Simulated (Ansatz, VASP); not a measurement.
Two plane-wave programs on NaCl

Contents of INCAR:

```
PREC     = Accurate       # precision mode
ENCUT    = 520            # plane-wave cutoff, eV
EDIFF    = 1E-7           # SCF threshold, eV
ISMEAR   = 0              # smearing method
SIGMA    = 0.020999999999999998 # smearing width, eV
LREAL    = False          # projectors in reciprocal space
LASPH    = True           # aspherical terms in the spheres
NELM     = 100            # most SCF steps
ALGO     = Normal         # electronic algorithm
ISIF     = 2              # what is computed and relaxed
LWAVE    = False          # write WAVECAR
LCHARG   = False          # write CHGCAR
GGA      = PE             # functional
NBANDS   = 14             # bands
```

File KPOINTS:

```
Automatic mesh
0
Gamma
  8 8 8
```

POSCAR

```
NaCl
1.0
    3.5021900000      0.0000000000      0.0000000000
    0.0000000000      3.5021900000      0.0000000000
    0.0000000000      0.0000000000      3.5021900000
Cl Na
1 1
Direct
    0.5000000000      0.5000000000      0.5000000000
    0.0000000000      0.0000000000      0.0000000000
```

File input.yaml:

```yaml
crystal:
  lattice:
    - [3.50219, 0.0, 0.0]
    - [0.0, 3.50219, 0.0]
    - [0.0, 0.0, 3.50219]
  atoms:
    - { symbol: Cl, position: [0.5, 0.5, 0.5] }
    - { symbol: Na, position: [0.0, 0.0, 0.0] }
hamiltonian:
  xc: pbe
  pseudopotentials: { kind: paw }
kpoints:
  mp_grid: { grid: [8, 8, 8] }
scf:
  occupations: { method: gaussian, width: 0.021 }
output:
  forces: true
  stress: true
  eigenvalues: true
  write_density: true
  write_potential: true
  elf: true
  volumetric_format: npy
```

Alike in both runs: task single point; functional PBE; k mesh 8 × 8 × 8; occupations gaussian, width 0.021 eV; no spin polarisation.

|  | VASP | Ansatz |
| --- | --- | --- |
| version | VASP 6.6.1 | Ansatz 0.2.0 |
| potentials or method | VASP PAW PBE potentials, release 64 (Cl, Na_pv) | Ansatz PAW |
| plane-wave cutoff (eV) | 520 | 420 |
| valence electrons in the cell | 14 | 16 |

```csv
,VASP,Ansatz,Ansatz less VASP
gap on the k mesh at the Fermi level (eV),3.98,3.98,0.000
least direct gap on the mesh (eV),4.47,4.47,0.000
pressure (GPa),0.1,0.1,+0.05
```

VASP's potentials hold 14 valence electrons a cell and Ansatz's 16, so a difference there can come from the potentials and not from the codes.
